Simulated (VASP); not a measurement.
A run of VASP 6.6.1 is set up as follows.

Contents of INCAR:

```
  PREC = Accurate
  ENCUT = 520
  EDIFF = 1E-6
  ISMEAR = 0
  SIGMA = 0.01
  LREAL = F
  LASPH = T
  NELM = 100
  ALGO = Normal
  ISIF = 2
  LWAVE = F
  LCHARG = F
  GGA = PE
  NBANDS = 15
```

Contents of KPOINTS:

```
Automatic mesh
0
Gamma
  8 8 8
```

The input POSCAR:

```
SrO
1.0
    0.0000000000      2.5973730392      2.5973730392
    2.5973730392      0.0000000000      2.5973730392
    2.5973730392      2.5973730392      0.0000000000
Sr O
1 1
Direct
    0.5000000000      0.5000000000      0.5000000000
    0.0000000000      0.0000000000      0.0000000000
```

Potentials or basis: VASP PAW PBE potentials, release 64 (Sr_sv, O).

The run is started by

```console
$ cat potpaw_PBE.64/Sr_sv/POTCAR potpaw_PBE.64/O/POTCAR > POTCAR
$ mpirun -np 1 vasp_std > vasp.out
```

Q: Estimate the band gap on the k mesh.

A: 3.28 eV, indirect (least direct gap 3.39 eV).

Q: What does it give for the pressure?

A: 0.5 GPa.

A k mesh can miss the band edges. As with any semilocal functional, this PBE gap is likely too small.
